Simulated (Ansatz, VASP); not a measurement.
# InGa3C in VASP and in Ansatz

```xyz
5
Lattice="4.3781 0.0000 0.0000 0.0000 4.3781 0.0000 0.0000 0.0000 4.3781" Properties=species:S:1:pos:R:3 pbc="T T T"
In    0.0000    0.0000    0.0000
Ga    2.1890    0.0000    2.1890
Ga    0.0000    2.1890    2.1890
Ga    2.1890    2.1890    0.0000
C     2.1890    2.1890    2.1890
```

Alike in both runs: task electric field gradients; functional PBEsol; k mesh 8 × 8 × 8; occupations fermi-dirac, width 0.15 eV; no spin polarisation.

|  | VASP | Ansatz |
| --- | --- | --- |
| version | VASP 6.6.1 | Ansatz 0.2.0 |
| potentials or method | VASP PAW PBE potentials, release 64 (In_d, Ga_d, C), cutoff 520 eV | scalar-relativistic, plane waves, PAW |
| valence electrons in the cell | 56 | 56 |

|  | VASP | Ansatz | Ansatz less VASP |
| --- | --- | --- | --- |
| gap on the k mesh at the Fermi level (eV) | none | none | - |
| pressure (GPa) | 0.1 | 0.0 | -0.07 |
| size of Vzz on the site where it differs most (V/Å²) | 86.0 | 93.7 | +7.73 |

VASP's potentials were made for PBE, not for PBEsol. A gap of «none» marks a metal or a gap that the smearing closes. With one functional, cell and mesh, what is left measures potentials, basis and numerics.
